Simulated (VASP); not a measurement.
# YF (P1) in VASP: single point with PBE

Aim: the single point of YF with PBE.

All numbers are computed with VASP 6.6.1; they aren't measurements. Logs are shortened: lines on timing, memory, paths and dates and some standing lists are left out, and cuts for length are marked.

## 1. The cell of the first run

The typed cell holds 2 atoms: a = 3.677 Å, b = 3.677 Å, c = 3.677 Å, α = 60.00°, β = 60.00°, γ = 60.00°.

## 2. Single point, PBE, collinear spin, ferromagnetic start

The input, INCAR:

```
ALGO     = Normal         # electronic algorithm
EDIFF    = 1E-6           # SCF threshold, eV
ENCUT    = 600            # plane-wave cutoff, eV
GGA      = PE             # functional
GGA_COMPAT= False        
ISIF     = 2              # what is computed and relaxed
ISMEAR   = -1             # smearing method
ISPIN    = 2              # spin polarisation
LASPH    = True           # aspherical terms in the spheres
LCHARG   = False          # write CHGCAR
LMAXMIX  = 4              # l up to which the mixer works
LORBIT   = 11             # projections on sites
LREAL    = False          # projectors in reciprocal space
LWAVE    = False          # write WAVECAR
MAGMOM   = 1 0            # initial moments
NBANDS   = 20             # bands
NELM     = 200            # most SCF steps
PREC     = Accurate       # precision mode
SIGMA    = 0.1            # smearing width, eV
```

The input, KPOINTS:

```
k-points
0
Gamma
  1 1 1
```

The input, POSCAR:

```
YF
1.0
    0.0000000000      2.6000000000      2.6000000000
    2.6000000000      0.0000000000      2.6000000000
    2.6000000000      2.6000000000      0.0000000000
Y F
1 1
Direct
   -0.0119818000     -0.0125138000      0.0317258000
    0.5024571000      0.5055632000      0.4907266000
```

Potentials or basis: VASP PAW PBE potentials, release 64 (Y_sv, F).

Command:

```bash
$ cat potpaw_PBE.64/Y_sv/POTCAR potpaw_PBE.64/F/POTCAR > POTCAR
$ mpirun -np 1 vasp_gam > vasp.out
```

OUTCAR:

```text
EDIFF = 1E-6
   ENCUT = 600
   GGA = PE
   ISIF = 2
   ISMEAR = -1
   ISPIN = 2
   LASPH = True
   LORBIT = 11
   LREAL = False
   NELM = 200
   PREC = Accurate

 ion  position               nearest neighbor table
   1  0.988  0.987  0.032-   2 2.52   2 2.53   2 2.54   2 2.66   2 2.67   2 2.69
   2  0.502  0.506  0.491-   1 2.52   1 2.53   1 2.54   1 2.66   1 2.67   1 2.69

  LATTYP: Found a face centered cubic cell.
 ALAT       =     5.2000000000

  Lattice vectors:

 A1 = (   0.0000000000,   2.6000000000,   2.6000000000)
 A2 = (   2.6000000000,   0.0000000000,   2.6000000000)
 A3 = (   2.6000000000,   2.6000000000,   0.0000000000)

Analysis of symmetry for initial positions (statically):
=====================================================================
 Subroutine PRICEL returns:
 Original cell was already a primitive cell.

 Routine SETGRP: Setting up the symmetry group for a
 face centered cubic supercell.

 Subroutine GETGRP returns: Found  1 space group operations
 (whereof  1 operations were pure point group operations)
 out of a pool of 48 trial point group operations.

The static configuration has the point symmetry C_1 .

Analysis of symmetry for dynamics (positions and initial velocities):
=====================================================================
 Subroutine PRICEL returns:
 Original cell was already a primitive cell.

 Routine SETGRP: Setting up the symmetry group for a
 face centered cubic supercell.

 Subroutine GETGRP returns: Found  1 space group operations
 (whereof  1 operations were pure point group operations)
 out of a pool of 48 trial point group operations.

The dynamic configuration has the point symmetry C_1 .

Analysis of structural, dynamic, and magnetic symmetry:
=====================================================================
 Subroutine PRICEL returns:
 Original cell was already a primitive cell.

 Routine SETGRP: Setting up the symmetry group for a
 face centered cubic supercell.

 Subroutine GETGRP returns: Found  1 space group operations
 (whereof  1 operations were pure point group operations)
 out of a pool of 48 trial point group operations.

The overall configuration has the point symmetry C_1 .

 Subroutine INISYM returns: Found  1 space group operations
 (whereof  1 operations are pure point group operations),
 and found     1 'primitive' translations

[... 91 lines left out ...]
  volume/ion in A,a.u.               =      17.58       118.61
  Fermi-wavevector in a.u.,A,eV,Ry     =   1.309732  2.475034 23.339393  1.715397
  Thomas-Fermi vector in A             =   2.440310
   LORBIT       =     11    0 simple, 1 ext, 2 COOP (PROOUT), +10 PAW based schemes
   GGA     = PE    functional components
   LHFCALC =     F    Hartree Fock is set to
   AEXX    =    0.0000 exact exchange contribution
   IVDW    =     0    specifies the selected vdW correction
   LEPSILON=     F    determine dielectric tensor
   LRPA    =     F    only Hartree local field effects (RPA)
 spin polarized calculation
  energy-cutoff  :      600.00
  volume of cell :       35.15
 maximum number of plane-waves:       606
 NGX is ok and might be reduce to    30
   NGX = 15   NGY = 15   NGZ = 15

 number of electron      18.0000001 magnetization       0.0037519

 number of electron      18.0000001 magnetization      -0.0000875

 Free energy of the ion-electron system (eV)
  ---------------------------------------------------
  ext. energy  EPLUGINS =         0.00000000
  ---------------------------------------------------
  free energy    TOTEN  =       -12.34263322 eV

  energy without entropy =      -12.34263108  energy(sigma->0) =      -12.34263215

 E-fermi :   3.4584     XC(G=0): -10.3617

 val. band max:        1.9647303130   @ k =   0.0000   0.0000   0.0000
 cond. band min:       5.0437618622   @ k =   0.0000   0.0000   0.0000
 fundamental gap:      3.0790315492
 Fermi energy:         3.4584267337

 spin component 1

 k-point     1 :       0.0000    0.0000    0.0000
  band No.  band energies     occupation
      1     -40.2165      1.00000
      2     -19.8156      1.00000
      3     -19.7938      1.00000
      4     -19.7914      1.00000
      5     -18.7537      1.00000
      6      -0.2750      1.00000
[... 12 lines left out ...]
     19      22.9730      0.00000
     20      23.0956      0.00000
 Fermi energy:         3.4584267337

 spin component 2

 k-point     1 :       0.0000    0.0000    0.0000
  band No.  band energies     occupation
      1     -40.2163      1.00000
      2     -19.8156      1.00000
      3     -19.7938      1.00000
      4     -19.7914      1.00000
      5     -18.7539      1.00000
      6      -0.2752      1.00000
[... 12 lines left out ...]
     19      22.9727      0.00000
     20      23.0954      0.00000

------------------------ aborting loop because EDIFF is reached ----------------------------------------

  FORCE on cell =-STRESS in cart. coord.  units (eV):
  Direction    XX          YY          ZZ          XY          YZ          ZX
  --------------------------------------------------------------------------------------
  -------------------------------------------------------------------------------------
  Total        8.4990126      8.4977814      8.4956825      0.1800940     -0.2565284     -0.2210927
  in kB      387.3727042    387.3165877    387.2209239      8.2084260    -11.6921922    -10.0770873
  external PRESSURE =     387.3034053 kB  Pullay stress =       0.0000000 kB

 VOLUME and BASIS-vectors are now :
 -----------------------------------------------------------------------------
  energy-cutoff  :      600.00
  volume of cell :       35.15
      direct lattice vectors                 reciprocal lattice vectors
     0.000000000  2.600000000  2.600000000    -0.192307692  0.192307692  0.192307692
     2.600000000  0.000000000  2.600000000     0.192307692 -0.192307692  0.192307692
     2.600000000  2.600000000  0.000000000     0.192307692  0.192307692 -0.192307692

 POSITION                                       TOTAL-FORCE (eV/Angst)
 -----------------------------------------------------------------------------------
      2.64995      2.65133      5.13631         1.304802      1.511948     -1.851429
      2.59035      2.58228      2.62085        -1.304802     -1.511948      1.851429
 -----------------------------------------------------------------------------------
    total drift:                               -0.000315     -0.000377      0.000341

  FREE ENERGIE OF THE ION-ELECTRON SYSTEM (eV)
  ---------------------------------------------------
  free  energy   TOTEN  =       -12.3426332185 eV

  energy  without entropy=      -12.3426310762  energy(sigma->0) =      -12.34263215

 total charge

# of ion       s       p       d       f       tot
--------------------------------------------------
    1        2.713   6.011   0.039   0.122   8.885
    2        1.822   4.402   0.000   0.000   6.224
--------------------------------------------------
tot          4.535  10.413   0.039   0.122  15.109

 magnetization (x)

# of ion       s       p       d       f       tot
--------------------------------------------------
    1        0.000   0.000   0.000   0.000   0.000
    2       -0.000  -0.000   0.000   0.000  -0.000
--------------------------------------------------
tot          0.000   0.000   0.000   0.000   0.000
```

Wall time 30 s (1 thread of Intel Xeon 8259CL, shared host); peak memory 0.2 GiB.

What came out:

```yaml
Free_energy: -12.3426 eV
Pressure: 38.7 GPa
Largest_force: 2.723 eV/Å
Band_gap_on_the_k_mesh: 3.08 eV
Net_moment: 0.00 μB per cell
Valence_electrons_inside_the_program's_atomic_spheres: Y 8.88; F 6.22
```

Forces on the atoms (eV/Å):
```
Y    1.305  1.512 -1.851
F   -1.305 -1.512  1.851
```

Levels at points of the mesh, in eV from the valence-band top:
Spin up:
```tsv
k point	band 7	band 8	band 9	band 10	band 11	band 12
(0.00, 0.00, 0.00)	-2.24	-2.23	0.00	3.08	3.09	3.13
```
Spin down:
```
           k point  band 6  band 7  band 8  band 9  band 10  band 11  band 12  band 13
(0.00, 0.00, 0.00)   -2.24   -2.24   -2.23    0.00     3.08     3.09     3.13     4.70
```

Caveat: the k points lie up to 2.09 Å⁻¹ apart; forces of over 1 eV/Å act on the atoms, so gaps and moduli don't describe the material at rest. A k mesh can miss the band edges.
